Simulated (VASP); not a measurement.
# Fe (Im-3m) in VASP: a series of runs, part 2 of 2

VASP 6.6.1. Earlier steps stand in the parts before.

### 3 Single point, PBE, collinear spin, ferromagnetic start

Input file INCAR:

```
ALGO = Normal
EDIFF = 1E-6
ENCUT = 600
GGA = PE
GGA_COMPAT = False
ISIF = 2
ISMEAR = -1
ISPIN = 2
LASPH = True
LCHARG = False
LMAXMIX = 4
LORBIT = 11
LREAL = False
LWAVE = False
MAGMOM = 2.2
NBANDS = 14
NELM = 200
PREC = Accurate
SIGMA = 0.05
```

Input file KPOINTS:

```
k-points
0
Gamma
  15 15 15
```

Input file POSCAR:

```
Fe
1.0
   -1.3935430000      1.3935430000      1.3935430000
    1.3935430000     -1.3935430000      1.3935430000
    1.3935430000      1.3935430000     -1.3935430000
Fe
1
Direct
    0.0000000000      0.0000000000      0.0000000000
```

Potentials or basis: VASP PAW PBE potentials, release 64 (Fe).

Command:

```console
cat potpaw_PBE.64/Fe/POTCAR > POTCAR
mpirun -np 1 vasp_std > vasp.out
```

OUTCAR:

```text
EDIFF = 1E-6
   ENCUT = 600
   GGA = PE
   ISIF = 2
   ISMEAR = -1
   ISPIN = 2
   LASPH = True
   LORBIT = 11
   LREAL = False
   NELM = 200
   PREC = Accurate

 ion  position               nearest neighbor table
   1  0.000  0.000  0.000-

  LATTYP: Found a body centered cubic cell.
 ALAT       =     2.7870860000

  Lattice vectors:

 A1 = (  -1.3935430000,   1.3935430000,   1.3935430000)
 A2 = (   1.3935430000,  -1.3935430000,   1.3935430000)
 A3 = (   1.3935430000,   1.3935430000,  -1.3935430000)

Analysis of symmetry for initial positions (statically):
=====================================================================
 Subroutine PRICEL returns:
 Original cell was already a primitive cell.

 Routine SETGRP: Setting up the symmetry group for a
 body centered cubic supercell.

 Subroutine GETGRP returns: Found 48 space group operations
 (whereof 48 operations were pure point group operations)
 out of a pool of 48 trial point group operations.

The static configuration has the point symmetry O_h .

Analysis of symmetry for dynamics (positions and initial velocities):
=====================================================================
 Subroutine PRICEL returns:
 Original cell was already a primitive cell.

 Routine SETGRP: Setting up the symmetry group for a
 body centered cubic supercell.

 Subroutine GETGRP returns: Found 48 space group operations
 (whereof 48 operations were pure point group operations)
 out of a pool of 48 trial point group operations.

The dynamic configuration has the point symmetry O_h .

Analysis of structural, dynamic, and magnetic symmetry:
=====================================================================
 Subroutine PRICEL returns:
 Original cell was already a primitive cell.

 Routine SETGRP: Setting up the symmetry group for a
 body centered cubic supercell.

 Subroutine GETGRP returns: Found 48 space group operations
 (whereof 48 operations were pure point group operations)
 out of a pool of 48 trial point group operations.

The overall configuration has the point symmetry O_h .

 Subroutine INISYM returns: Found 48 space group operations
 (whereof 48 operations are pure point group operations),
 and found     1 'primitive' translations

----------------------------------------------------------------------------------------

                                     Primitive cell

  volume of cell :      10.8248

  direct lattice vectors                    reciprocal lattice vectors
    -1.393543000  1.393543000  1.393543000     0.000000000  0.358797683  0.358797683
     1.393543000 -1.393543000  1.393543000     0.358797683  0.000000000  0.358797683
     1.393543000  1.393543000 -1.393543000     0.358797683  0.358797683  0.000000000

  length of vectors
     2.413687279  2.413687279  2.413687279     0.507416550  0.507416550  0.507416550

  position of ions in fractional coordinates (direct lattice)
     0.000000000  0.000000000  0.000000000

  ion indices of the primitive-cell ions
   primitive index   ion index
                 1           1

----------------------------------------------------------------------------------------

 KPOINTS: k-points

Automatic generation of k-mesh.
 Grid dimensions read from file:
 generate k-points for:   15   15   15

 Generating k-lattice:

[... 69 lines left out ...]
   POTIM  = 0.5000    time-step for ionic-motion
   TEBEG  =    0.0;   TEEND  =   0.0 temperature during run
   PSTRESS=    0.0 pullay stress
   NELECT =       8.0000    total number of electrons
   NUPDOWN=      -1.0000    fix difference up-down
   EMIN   =  10.00;   EMAX   =-10.00  energy-range for DOS
   EFERMI =   0.00;   METHOD = LEGACY
   ISMEAR =    -1;   SIGMA  =   0.05  broadening in eV -4-tet -1-fermi 0-gaus
   EFERMI_NEDOS =   21; number of points for ismear=-14 and -15
   IALGO  =     38    algorithm
   IMIX   =      4    mixing-type and parameters
     AMIX     =   0.40;   BMIX     =  1.00
     AMIX_MAG =   1.60;   BMIX_MAG =  1.00
  volume/ion in A,a.u.               =      10.82        73.05
  Fermi-wavevector in a.u.,A,eV,Ry     =   1.480123  2.797027 29.807153  2.190764
  Thomas-Fermi vector in A             =   2.594196
   LORBIT       =     11    0 simple, 1 ext, 2 COOP (PROOUT), +10 PAW based schemes
   GGA     = PE    functional components
   LHFCALC =     F    Hartree Fock is set to
   AEXX    =    0.0000 exact exchange contribution
   IVDW    =     0    specifies the selected vdW correction
   LEPSILON=     F    determine dielectric tensor
   LRPA    =     F    only Hartree local field effects (RPA)
 spin polarized calculation
  energy-cutoff  :      600.00
  volume of cell :       10.82
 maximum number of plane-waves:       370
   NGX =  9   NGY =  9   NGZ =  9

 number of electron       8.0000000 magnetization       2.1143869

 Free energy of the ion-electron system (eV)
  ---------------------------------------------------
  ext. energy  EPLUGINS =         0.00000000
  ---------------------------------------------------
  free energy    TOTEN  =        -8.23095384 eV

  energy without entropy =       -8.22295900  energy(sigma->0) =       -8.22695642

 E-fermi :   6.3853     XC(G=0): -13.3940

 val. band max:        6.3809650794   @ k =  -0.4000   0.4000   0.2000
 cond. band min:       6.3923036206   @ k =  -0.4000   0.4667   0.0667
 fundamental gap:      0.0113385412
 Fermi energy:         6.3853039227

 spin component 1

 k-point     1 :       0.0000    0.0000    0.0000
  band No.  band energies     occupation
      1      -2.3853      1.00000
      2       3.9444      1.00000
      3       3.9444      1.00000
      4       3.9444      1.00000
      5       5.2522      1.00000
      6       5.2522      1.00000
      7      31.8315      0.00000
      8      31.8315      0.00000
      9      31.8315      0.00000
     10      37.2370      0.00000
     11      37.2370      0.00000
     12      39.8277      0.00000
     13      39.8277      0.00000
     14      39.8277      0.00000
[... 379 lines left out ...]
      3       3.9405      1.00000
      4       5.3201      1.00000
      5       5.8531      0.99998
      6      10.4005      0.00000
      7      14.3089      0.00000
      8      19.5758      0.00000
      9      26.2331      0.00000
     10      33.2889      0.00000
     11      38.0051      0.00000
     12      41.4090      0.00000
     13      45.6876      0.00000
     14      51.4612      0.00000

 [... further k-points ...]

 spin component 2

 k-point     1 :       0.0000    0.0000    0.0000
  band No.  band energies     occupation
      1      -2.2116      1.00000
      2       5.7739      1.00000
      3       5.7740      1.00000
      4       5.7740      1.00000
      5       7.9455      0.00000
      6       7.9457      0.00000
      7      31.6016      0.00000
      8      31.6016      0.00000
      9      31.6016      0.00000
     10      37.4532      0.00000
     11      37.4532      0.00000
     12      40.4737      0.00000
     13      40.4737      0.00000
     14      40.4737      0.00000
[... 379 lines left out ...]
      3       5.2922      1.00000
      4       7.7599      0.00000
      5       8.2802      0.00000
      6      11.6037      0.00000
      7      15.5066      0.00000
      8      20.2222      0.00000
      9      26.7071      0.00000
     10      33.5436      0.00000
     11      38.1196      0.00000
     12      41.9223      0.00000
     13      46.5495      0.00000
     14      51.4329      0.00000

 [... further k-points ...]

------------------------ aborting loop because EDIFF is reached ----------------------------------------

  FORCE on cell =-STRESS in cart. coord.  units (eV):
  Direction    XX          YY          ZZ          XY          YZ          ZX
  --------------------------------------------------------------------------------------
  -------------------------------------------------------------------------------------
  Total        0.6763836      0.6763836      0.6763836      0.0000000      0.0000000      0.0000000
  in kB      100.1111768    100.1111768    100.1111768      0.0000000      0.0000000      0.0000000
  external PRESSURE =     100.1111768 kB  Pullay stress =       0.0000000 kB

 VOLUME and BASIS-vectors are now :
 -----------------------------------------------------------------------------
  energy-cutoff  :      600.00
  volume of cell :       10.82
      direct lattice vectors                 reciprocal lattice vectors
    -1.393543000  1.393543000  1.393543000     0.000000000  0.358797683  0.358797683
     1.393543000 -1.393543000  1.393543000     0.358797683  0.000000000  0.358797683
     1.393543000  1.393543000 -1.393543000     0.358797683  0.358797683  0.000000000

 POSITION                                       TOTAL-FORCE (eV/Angst)
 -----------------------------------------------------------------------------------
      0.00000      0.00000      0.00000        -0.000000     -0.000000      0.000000
 -----------------------------------------------------------------------------------
    total drift:                                0.000000     -0.000000      0.000000

  FREE ENERGIE OF THE ION-ELECTRON SYSTEM (eV)
  ---------------------------------------------------
  free  energy   TOTEN  =        -8.2309538400 eV

  energy  without entropy=       -8.2229590025  energy(sigma->0) =       -8.22695642

 total charge

# of ion       s       p       d       tot
------------------------------------------
    1        0.508   0.587   6.278   7.373

 magnetization (x)

# of ion       s       p       d       tot
------------------------------------------
    1       -0.013  -0.058   2.175   2.104
```

stdout:

```text
POSCAR found type information on POSCAR Fe
 POSCAR found :  1 types and       1 ions
 scaLAPACK will be used
 LDA part: xc-table for (Slater+PW92), standard interpolation
 POSCAR, INCAR and KPOINTS ok, starting setup
 FFT: planning ... GRIDC
 FFT: planning ... GRID_SOFT
 FFT: planning ... GRID
 WAVECAR not read
 entering main loop
```

Run time: 44 s. Hardware: 1 thread of Intel Xeon 8259CL, shared host; peak memory 0.16 GiB.

What came out:

```
Free energy                                           : -8.2310 eV
Pressure                                              : 10.0 GPa
Net moment                                            : 2.11 μB per cell
Site moments                                          : Fe +2.10 μB
Valence electrons inside the program's atomic spheres : Fe 7.37
```

Caveat: the cell stands under pressure.
